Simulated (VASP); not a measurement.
Write the native input for VASP 6.6.1 that does the following.

* Task: single point
* Functional: PBE
* Potentials or basis: VASP PAW PBE potentials, release 64 (C)
* Cutoff: 520 eV
* k mesh: 12 × 12 × 12
* Occupations: gaussian, width 0.05 eV
* Spin: no spin polarisation
* Dipole correction: no
* Further INCAR settings: ALGO = Normal; EDIFF = 1e-06; NBANDS = 11

The structure of C lies in POSCAR:

```
C
1.0
    0.0000000000      1.7857375319      1.8393096579
    1.7857375319      0.0000000000      1.8393096579
    1.7857375319      1.7857375319      0.0000000000
C
2
Direct
    0.5000000000      0.5000000000      0.5000000000
    0.7500000000      0.7500000000      0.7500000000
```

This cell differs from its parent crystal: strain +0.0300 x Voigt [0, 0, 1, 0, 0, 0].

The input as run:

INCAR

```
SYSTEM = C
ALGO = Normal
EDIFF = 1E-6
ENCUT = 520
GGA = PE
ISIF = 2
ISMEAR = 0
LASPH = .True.
LCHARG = .False.
LREAL = .False.
LWAVE = .False.
NBANDS = 11
NELM = 60
PREC = Accurate
SIGMA = 0.05
```

KPOINTS

```
k-points
0
Gamma
  12 12 12
  0 0 0
```

Potentials or basis: VASP PAW PBE potentials, release 64 (C).

The run is started by

```console
$ cat potpaw_PBE.64/C/POTCAR > POTCAR
$ mpirun -np 1 vasp_std > vasp.out
```

It gave:

* Pressure: -11.5 GPa
* Band gap on the k mesh: 3.71 eV, indirect (least direct gap 5.24 eV)

Caveat: the cell differs from its parent crystal (strain +0.0300 x Voigt [0, 0, 1, 0, 0, 0]).

Run time: 7 s on 1 thread of Intel(R) Xeon(R) 6975P-C (Granite Rapids), with other jobs on the host, peak memory 0.12 GiB.
